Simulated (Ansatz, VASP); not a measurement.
## Cu6H in VASP and in Ansatz

INCAR

```
ALGO = Fast
DIPOL = 0.5 0.5 0.299
EDIFF = 1E-6
ENCUT = 520
GGA = PE
IDIPOL = 3
ISIF = 2
ISMEAR = 0
LASPH = T
LCHARG = T
LDIPOL = T
LELF = T
LREAL = F
LVACPOTAV = T
LVHAR = T
LWAVE = F
NBANDS = 80
NELM = 100
PREC = Accurate
SIGMA = 0.1
```

The input KPOINTS:

```
k-points
0
Gamma
  5 5 1
```

POSCAR

```
Cu6H
1.0
    5.1332392722      0.0000000000      0.0000000000
    0.0000000000      5.1332392722      0.0000000000
    0.0000000000      0.0000000000     21.5289058579
Cu H
12 2
Direct
    0.2500000000      0.2500000000      0.1857967157
    0.2500000000      0.7500000000      0.1857967157
    0.7500000000      0.2500000000      0.1857967157
    0.7500000000      0.7500000000      0.1857967157
    0.0000000000      0.0000000000      0.2677566944
    0.0000000000      0.5000000000      0.2677566944
    0.5000000000      0.0000000000      0.2677566944
    0.5000000000      0.5000000000      0.2677566944
    0.2500000000      0.2500000000      0.3497114952
    0.2500000000      0.7500000000      0.3497114952
    0.7500000000      0.2500000000      0.3497114952
    0.7500000000      0.7500000000      0.3497114952
    0.1349654246      1.0000000000      0.4890590320
    0.3650345754      1.0000000000      0.4890590320
```

Input for Ansatz:

```yaml
crystal:
  lattice:
    - [5.1332392722, 0.0, 0.0]
    - [0.0, 5.1332392722, 0.0]
    - [0.0, 0.0, 21.5289058579]
  atoms:
    - { symbol: Cu, position: [0.25, 0.25, 0.1857967157] }
    - { symbol: Cu, position: [0.25, 0.75, 0.1857967157] }
    - { symbol: Cu, position: [0.75, 0.25, 0.1857967157] }
    - { symbol: Cu, position: [0.75, 0.75, 0.1857967157] }
    - { symbol: Cu, position: [0.0, 0.0, 0.2677566944] }
    - { symbol: Cu, position: [0.0, 0.5, 0.2677566944] }
    - { symbol: Cu, position: [0.5, 0.0, 0.2677566944] }
    - { symbol: Cu, position: [0.5, 0.5, 0.2677566944] }
    - { symbol: Cu, position: [0.25, 0.25, 0.3497114952] }
    - { symbol: Cu, position: [0.25, 0.75, 0.3497114952] }
    - { symbol: Cu, position: [0.75, 0.25, 0.3497114952] }
    - { symbol: Cu, position: [0.75, 0.75, 0.3497114952] }
    - { symbol: H, position: [0.1349654246, 1.0, 0.489059032] }
    - { symbol: H, position: [0.3650345754, 1.0, 0.489059032] }
basis:
  ecutwfc: 420
kpoints:
  mp_grid: { grid: [5, 5, 1] }
hamiltonian:
  xc: pbe
scf:
  occupations: { method: gaussian, width: 0.1 }
output:
  forces: true
  eigenvalues: true
efield:
  axis: 3
  dipole_correction: true
  ramp_width: 0.04
```

Alike in both runs: task single point; functional PBE; k mesh 5 × 5 × 1; occupations gaussian, width 0.1 eV; no spin polarisation.

|  | VASP | Ansatz |
| --- | --- | --- |
| version | VASP 6.6.1 | Ansatz 0.2.0 |
| potentials or method | VASP PAW PBE potentials, release 64 (Cu, H), cutoff 520 eV | scalar-relativistic, plane waves, PAW |
| valence electrons in the cell | 134 | 230 |

```tsv
	VASP	Ansatz	Ansatz less VASP
gap on the k mesh at the Fermi level (eV)	none	none	-
rms of the force components (eV/Å)	0.998	0.997	-0.0001
work function, face that differs most (eV)	4.57	4.60	+0.023
```

Atom by atom the forces differ by 0.011 eV/Å (rms over components). A gap of «none» marks a metal or a gap that the smearing closes. With one functional, cell and mesh, what is left measures potentials, basis and numerics. VASP's potentials hold 134 valence electrons a cell and Ansatz's 230, so a difference there can come from the potentials and not from the codes.
